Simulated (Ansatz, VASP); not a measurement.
BiO in VASP and in Ansatz

```
Bi O
1.0
     3.74772    0.00000    0.00000
     0.00000    3.74772    0.00000
     0.00000    0.00000    5.30008
Bi O
2 2
Direct
  0.50000 0.00000 0.75000
  0.00000 0.50000 0.25000
  0.00000 0.00000 0.00000
  0.50000 0.50000 0.00000
```

Change from the starting cell: ordered vacancies on the anion sites of fluorite (P4/nmm, No. 129).

Alike in both runs: task single point; functional PBE; k mesh 4 × 4 × 4; occupations gaussian, width 0.1 eV; no spin polarisation.

|  | VASP | Ansatz |
| --- | --- | --- |
| version | VASP 6.6.1 | Ansatz 0.2.0 |
| potentials or method | VASP PAW PBE potentials, release 64 (Bi_d, O), cutoff 520 eV | scalar-relativistic, plane waves, PAW |
| valence electrons in the cell | 42 | 42 |

Ansatz gave:

- gap on the k mesh at the Fermi level (eV): none
- pressure (GPa): 9.9
- traceless stress, the component that is largest in VASP (GPa): -3.15
- rms of the force components (eV/Å): 0.381

Q: What did VASP give for the same quantities?

A: gap on the k mesh at the Fermi level (eV): none; pressure (GPa): 10.0; traceless stress, the component that is largest in VASP (GPa): -3.12; rms of the force components (eV/Å): 0.401.

Atom by atom the forces differ by 0.020 eV/Å (rms over components). A gap of «none» marks a metal or a gap that the smearing closes.

The k mesh is coarse, so the values compare programs but aren't converged. Spin-orbit coupling is off throughout.
